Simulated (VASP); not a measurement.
# PbO2 (P4_2/mnm) in VASP: notebook

The runs below take PbO2 through single point, relaxation of cell and atoms, with PBEsol.

Program: VASP 6.6.1. These are calculated values, not measurements. Logs are shortened: lines on timing, memory, paths and dates and some standing lists are left out, and cuts for length are marked.

## (1) The cell of the first run

Symmetry: P4_2/mnm, No. 136, tetragonal system. The conventional cell has a = 4.999 Å, b = 4.999 Å, c = 3.411 Å, α = 90.00°, β = 90.00°, γ = 90.00°. Within 2.9 Å of Pb (site symmetry mmm) lie 6 O at 2.17 to 2.18 Å. O (site symmetry m2m) has 3 Pb at 2.17 to 2.18 Å and 1 O at 2.72 Å within 2.9 Å.

## (2) Single point, PBEsol

Contents of INCAR:

```
PREC = Accurate
ENCUT = 520
EDIFF = 1E-7
ISMEAR = 0
SIGMA = 0.1
LREAL = F
LASPH = T
NELM = 80
ALGO = Normal
ISIF = 2
LWAVE = F
LCHARG = F
GGA = PS
NBANDS = 35
```

Contents of KPOINTS:

```
regular mesh
0
Gamma
  8 8 10
```

Contents of POSCAR:

```
PbO2
1.0
    4.9985224386      0.0000000000      0.0000000000
    0.0000000000      4.9985224386      0.0000000000
    0.0000000000      0.0000000000      3.4109008828
Pb O
2 4
Direct
    0.0000000000      0.0000000000      0.0000000000
    0.5000000000      0.5000000000      0.5000000000
    0.3076313526      0.3076313526      0.0000000000
    0.1923686474      0.8076313526      0.5000000000
    0.6923686474      0.6923686474      0.0000000000
    0.8076313526      0.1923686474      0.5000000000
```

Potentials or basis: VASP PAW PBE potentials, release 64 (Pb_d, O).

On the command line:

```
cat potpaw_PBE.64/Pb_d/POTCAR potpaw_PBE.64/O/POTCAR > POTCAR
mpirun -np 1 vasp_std > vasp.out
```

OUTCAR:

```text
PREC = Accurate
   ENCUT = 520
   EDIFF = 1E-7
   ISMEAR = 0
   LREAL = F
   LASPH = T
   NELM = 80
   ISIF = 2
   GGA = PS

 ion  position               nearest neighbor table
   1  0.000  0.000  0.000-   3 2.17   5 2.17   4 2.18   6 2.18   4 2.18   6 2.18   2 3.92   2 3.92
                             2 3.92   2 3.92   2 3.92   2 3.92   2 3.92   2 3.92
   2  0.500  0.500  0.500-   4 2.17   6 2.17   5 2.18   3 2.18   3 2.18   5 2.18   1 3.92   1 3.92
                             1 3.92   1 3.92   1 3.92   1 3.92   1 3.92   1 3.92
   3  0.308  0.308  0.000-   1 2.17   2 2.18   2 2.18
   4  0.192  0.808  0.500-   2 2.17   1 2.18   1 2.18
   5  0.692  0.692  0.000-   1 2.17   2 2.18   2 2.18
   6  0.808  0.192  0.500-   2 2.17   1 2.18   1 2.18

  LATTYP: Found a simple tetragonal cell.
 ALAT       =     4.9985224386
 C/A-ratio  =     0.6823818288

  Lattice vectors:

 A1 = (   4.9985224386,   0.0000000000,   0.0000000000)
 A2 = (   0.0000000000,   4.9985224386,   0.0000000000)
 A3 = (   0.0000000000,   0.0000000000,   3.4109008828)

Analysis of symmetry for initial positions (statically):
=====================================================================
 Subroutine PRICEL returns:
 Original cell was already a primitive cell.

 Routine SETGRP: Setting up the symmetry group for a
 simple tetragonal supercell.

 Subroutine GETGRP returns: Found 16 space group operations
 (whereof  8 operations were pure point group operations)
 out of a pool of 16 trial point group operations.

The static configuration has the point symmetry D_2h.
 The point group associated with its full space group is D_4h.

Analysis of symmetry for dynamics (positions and initial velocities):
=====================================================================
 Subroutine PRICEL returns:
 Original cell was already a primitive cell.

 Routine SETGRP: Setting up the symmetry group for a
 simple tetragonal supercell.

 Subroutine GETGRP returns: Found 16 space group operations
 (whereof  8 operations were pure point group operations)
 out of a pool of 16 trial point group operations.

The dynamic configuration has the point symmetry D_2h.
 The point group associated with its full space group is D_4h.

 Subroutine INISYM returns: Found 16 space group operations
 (whereof  8 operations are pure point group operations),
 and found     1 'primitive' translations

----------------------------------------------------------------------------------------

                                     Primitive cell

  volume of cell :      85.2221

  direct lattice vectors                    reciprocal lattice vectors
[... 96 lines left out ...]
   LREAL  =      F    real-space projection
   EDIFFG = 0.1E-05   stopping-criterion for IOM
   NSW    =      0    number of steps for IOM
   IBRION =     -1    ionic relax: 0-MD 1-quasi-New 2-CG
   NFREE  =      0    steps in history (QN), initial steepest desc. (CG)
   ISIF   =      2    stress and relaxation
   ISYM   =      2    0-nonsym 1-usesym 2-fastsym
   POTIM  = 0.5000    time-step for ionic-motion
   TEBEG  =    0.0;   TEEND  =   0.0 temperature during run
   PSTRESS=    0.0 pullay stress
   NELECT =      52.0000    total number of electrons
   NUPDOWN=      -1.0000    fix difference up-down
   EMIN   =  10.00;   EMAX   =-10.00  energy-range for DOS
   EFERMI =   0.00;   METHOD = LEGACY
   ISMEAR =     0;   SIGMA  =   0.10  broadening in eV -4-tet -1-fermi 0-gaus
   EFERMI_NEDOS =   21; number of points for ismear=-14 and -15
   IALGO  =     38    algorithm
   IMIX   =      4    mixing-type and parameters
     AMIX     =   0.40;   BMIX     =  1.00
     AMIX_MAG =   1.60;   BMIX_MAG =  1.00
  volume/ion in A,a.u.               =      14.20        95.85
  Fermi-wavevector in a.u.,A,eV,Ry     =   1.388540  2.623961 26.232633  1.928044
  Thomas-Fermi vector in A             =   2.512657
   LORBIT       =      0    0 simple, 1 ext, 2 COOP (PROOUT), +10 PAW based schemes
   GGA     = PS    functional components
   LHFCALC =     F    Hartree Fock is set to
   AEXX    =    0.0000 exact exchange contribution
   IVDW    =     0    specifies the selected vdW correction
   LEPSILON=     F    determine dielectric tensor
   LRPA    =     F    only Hartree local field effects (RPA)
 non-spin polarized calculation
 Gauss-broadening in eV      SIGMA  =   0.10
  energy-cutoff  :      520.00
  volume of cell :       85.22
 maximum number of plane-waves:      2317
 NGX is ok and might be reduce to    40
   NGX = 19   NGY = 19   NGZ = 13

 number of electron      52.0000007 magnetization

 Free energy of the ion-electron system (eV)
  ---------------------------------------------------
  ext. energy  EPLUGINS =         0.00000000
  ---------------------------------------------------
  free energy    TOTEN  =       -34.06728441 eV

  energy without entropy =      -34.06507620  energy(sigma->0) =      -34.06618030

 E-fermi :   4.0693     XC(G=0): -10.8662

 val. band max:        4.0618488415   @ k =   0.0000   0.0000   0.1000
 cond. band min:       4.0694252655   @ k =   0.1250   0.0000   0.0000
 fundamental gap:      0.0075764240
 Fermi energy:         4.0692590368

 k-point     1 :       0.0000    0.0000    0.0000
  band No.  band energies     occupation
      1     -14.1682      2.00000
      2     -14.0508      2.00000
      3     -12.3803      2.00000
      4     -12.3803      2.00000
      5     -11.4562      2.00000
      6     -11.2590      2.00000
[... 901 lines left out ...]
     34      15.4733      0.00000
     35      15.9718      0.00000

 [... further k-points ...]
[... 5 lines left out ...]
  --------------------------------------------------------------------------------------
  -------------------------------------------------------------------------------------
  Total        0.0918835      0.0918835      0.1962599      0.0000000      0.0000000      0.0000000
  in kB        1.7274107      1.7274107      3.6896898      0.0000000      0.0000000      0.0000000
  external PRESSURE =       2.3815037 kB  Pullay stress =       0.0000000 kB

 VOLUME and BASIS-vectors are now :
 -----------------------------------------------------------------------------
  energy-cutoff  :      520.00
  volume of cell :       85.22
      direct lattice vectors                 reciprocal lattice vectors
     4.998522439  0.000000000  0.000000000     0.200059120  0.000000000  0.000000000
     0.000000000  4.998522439  0.000000000     0.000000000  0.200059120  0.000000000
     0.000000000  0.000000000  3.410900883     0.000000000  0.000000000  0.293177678

 POSITION                                       TOTAL-FORCE (eV/Angst)
 -----------------------------------------------------------------------------------
      0.00000      0.00000      0.00000         0.000000      0.000000      0.000000
      2.49926      2.49926      1.70545         0.000000      0.000000      0.000000
      1.53770      1.53770      0.00000        -0.007490     -0.007490     -0.000000
      0.96156      4.03696      1.70545         0.007490     -0.007490     -0.000000
      3.46082      3.46082      0.00000         0.007490      0.007490      0.000000
      4.03696      0.96156      1.70545        -0.007490      0.007490      0.000000
 -----------------------------------------------------------------------------------
    total drift:                               -0.000000     -0.000000     -0.000000

  FREE ENERGIE OF THE ION-ELECTRON SYSTEM (eV)
  ---------------------------------------------------
  free  energy   TOTEN  =       -34.0672844111 eV

  energy  without entropy=      -34.0650761965  energy(sigma->0) =      -34.06618030
```

stdout:

```text
POSCAR found type information on POSCAR PbO
 POSCAR found :  2 types and       6 ions
 scaLAPACK will be used
 -----------------------------------------------------------------------------
|                                                                             |
|                                                                             |
|     You enforced a specific xc type in the INCAR file but a different       |
|     I HOPE YOU KNOW WHAT YOU ARE DOING!                                     |
|                                                                             |
 -----------------------------------------------------------------------------

 LDA part: xc-table for (Slater+PW92), standard interpolation
 POSCAR, INCAR and KPOINTS ok, starting setup
 FFT: planning ... GRIDC
 FFT: planning ... GRID_SOFT
 FFT: planning ... GRID
 WAVECAR not read
 entering main loop
```

Wall time 4 min (1 thread of Intel Xeon Platinum 8488C (Sapphire Rapids), shared host); peak memory 0.34 GiB.

What came out:

- Free energy: -34.0673 eV
- Pressure: 0.2 GPa
- Largest force: 0.011 eV/Å

Forces on the atoms (eV/Å):
```
Pb   0.000  0.000  0.000
Pb   0.000  0.000  0.000
O   -0.007 -0.007  0.000
O    0.007 -0.007  0.000
O    0.007  0.007  0.000
O   -0.007  0.007  0.000
```

Caveat: the PAW data sets were made with another functional, which shifts forces and pressure a little; spin-orbit coupling is left out, which moves the levels of the heavy elements.

## (3) Relaxation of cell and atoms, PBEsol

This run uses another cell than the first one, of 14.82 Å³/atom.

Contents of INCAR:

```
SYSTEM = PbO2
ALGO = Normal ; EDIFF = 1E-6
EDIFFG = -0.005 ; ENCUT = 600
GGA = PS ; IBRION = 2
ISIF = 3 ; ISMEAR = 0
LASPH = .TRUE. ; LCHARG = .FALSE.
LREAL = .FALSE. ; LWAVE = .FALSE.
NELM = 60 ; NSW = 70
PREC = Accurate ; SIGMA = 0.1
```

Contents of KPOINTS:

```
k-points
0
G
  8 8 10
  0 0 0
```

Contents of POSCAR:

```
PbO2
1.0
    5.0820153149      0.0000000000      0.0000000000
    0.0000000000      5.0820153149      0.0000000000
    0.0000000000      0.0000000000      3.4428066694
Pb O
2 4
Direct
    0.0000000000      0.0000000000      0.0000000000
    0.5000000000      0.5000000000      0.5000000000
    0.3079753846      0.3079753846      0.0000000000
    0.1920246154      0.8079753846      0.5000000000
    0.6920246154      0.6920246154      0.0000000000
    0.8079753846      0.1920246154      0.5000000000
```

Potentials or basis: VASP PAW PBE potentials, release 64 (Pb_d, O).

On the command line:

```
cat potpaw_PBE.64/Pb_d/POTCAR potpaw_PBE.64/O/POTCAR > POTCAR
mpirun -np 1 vasp_std > vasp.out
```

Wall time 21 min (1 thread of Intel Xeon Platinum 8488C (Sapphire Rapids), shared host); peak memory 0.39 GiB.

Results (log left out):

```yaml
Free_energy: -34.0815 eV
Relaxed_volume: 14.21 Å³/atom
Relaxed_cell: a = 4.997 Å, b = 4.997 Å, c = 3.414 Å, α = 90.00°, β = 90.00°, γ = 90.00°
Space_group_after_relaxing_to_0.1_Å: P4_2/mnm (No. 136)
Energy_gained_by_relaxing: 9.5 meV/atom
Ionic_steps: 11
Pressure_after_relaxing: 0.0 GPa
```

Forces on the atoms (eV/Å):
```
Pb   0.000  0.000  0.000
Pb   0.000  0.000  0.000
O   -0.002 -0.002  0.000
O    0.002 -0.002  0.000
O    0.002  0.002  0.000
O   -0.002  0.002  0.000
```

Step by step:
| step | energy change (eV) | largest force (eV/Å) | pressure (GPa) | volume (Å³) |
| --- | --- | --- | --- | --- |
| 1 | 0.0000 | 0.0505 | -4.96 | 88.92 |
| 2 | -0.0214 | 0.1794 | 4.33 | 83.14 |
| 3 | -0.0544 | 0.0695 | -0.09 | 85.58 |
| 4 | -0.0544 | 0.0723 | 0.03 | 85.51 |
| 5 | -0.0563 | 0.0239 | 0.05 | 85.37 |
| 6 | -0.0569 | 0.0271 | 0.10 | 85.22 |
| 7 | -0.0569 | 0.0237 | 0.10 | 85.23 |
| 8 | -0.0571 | 0.0134 | -0.10 | 85.34 |
| 9 | -0.0571 | 0.0122 | -0.12 | 85.35 |
| 10 | -0.0571 | 0.0058 | 0.02 | 85.26 |
| 11 | -0.0571 | 0.0026 | 0.00 | 85.27 |

Final structure:
```
CELL_PARAMETERS angstrom
4.99741 0.00000 0.00000
0.00000 4.99741 0.00000
0.00000 0.00000 3.41435
ATOMIC_POSITIONS crystal
Pb 0.00000 0.00000 0.00000
Pb 0.50000 0.50000 0.50000
O 0.30759 0.30759 0.00000
O 0.19241 0.80759 0.50000
O 0.69241 0.69241 0.00000
O 0.80759 0.19241 0.50000
```

Levels at points of the mesh, in eV from the Fermi level:
```tsv
k point	band 24	band 25	band 26	band 27	band 28	band 29
(0.00, 0.00, 0.00)	-0.65	-0.63	-0.63	0.06	4.11	5.69
(0.50, 0.00, 0.00)	-0.69	-0.41	-0.41	2.31	2.31	6.30
(0.50, 0.50, 0.00)	-0.71	-0.51	-0.51	2.71	2.71	6.58
(0.00, 0.00, 0.50)	-1.15	-0.81	-0.81	3.64	3.64	8.69
(0.50, 0.00, 0.50)	-0.81	-0.25	-0.25	3.95	3.95	7.14
(0.50, 0.50, 0.50)	-0.70	-0.55	-0.55	2.71	2.71	8.13
```

Caveat: the PAW data sets were made with another functional, which shifts forces and pressure a little; spin-orbit coupling is left out, which moves the levels of the heavy elements.
